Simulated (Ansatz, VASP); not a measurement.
**AlAs: VASP beside Ansatz**

INCAR

```
ALGO = Normal ; EDIFF = 1E-6
ENCUT = 500 ; GGA_COMPAT = False
ISIF = 2 ; ISMEAR = -1
LASPH = True ; LCHARG = False
LREAL = False ; LWAVE = False
NBANDS = 11 ; NELM = 120
PREC = Accurate ; SIGMA = 0.08
```

File KPOINTS:

```
k-points
0
Gamma
  11 11 11
```

File POSCAR:

```
AlAs
1.0
    0.0000000000      2.6967806377      2.6967806377
    2.6967806377      0.0000000000      2.6967806377
    2.6967806377      2.6967806377      0.0000000000
Al As
1 1
Direct
    0.0000000000      0.0000000000      0.0000000000
    0.2500000000      0.2500000000      0.2500000000
```

Input for Ansatz:

```yaml
crystal:
  lattice:
    - [0.0, 2.6967806377, 2.6967806377]
    - [2.6967806377, 0.0, 2.6967806377]
    - [2.6967806377, 2.6967806377, 0.0]
  atoms:
    - { symbol: Al, position: [0.0, 0.0, 0.0] }
    - { symbol: As, position: [0.25, 0.25, 0.25] }
kpoints:
  mp_grid: { grid: [11, 11, 11] }
scf:
  occupations: { method: fermi_dirac, width: 0.08 }
hamiltonian:
  xc: lda
  pseudopotentials: { kind: all_electron, lapw: { basis_error: 0.001 } }
output:
  forces: true
  stress: true
  eigenvalues: true
  populations: true
```

Change from the starting cell: volume scaled by 0.88, LAPW.

Alike in both runs: task single point; functional LDA; k mesh 11 × 11 × 11; occupations fermi-dirac, width 0.08 eV; no spin polarisation.

|  | VASP | Ansatz |
| --- | --- | --- |
| version | VASP 6.6.1 | Ansatz 0.2.0 |
| potentials or method | VASP PAW LDA potentials, release 64 (Al, As), cutoff 500 eV | all-electron LAPW, scalar-relativistic |

```csv
,VASP,Ansatz,Ansatz less VASP
pressure (GPa),13.3,12.6,-0.67
```

LDA's correlation is that of Perdew and Zunger in VASP and of Perdew and Wang (1992) in Ansatz. Ansatz ran all-electron here, and VASP with PAW potentials.
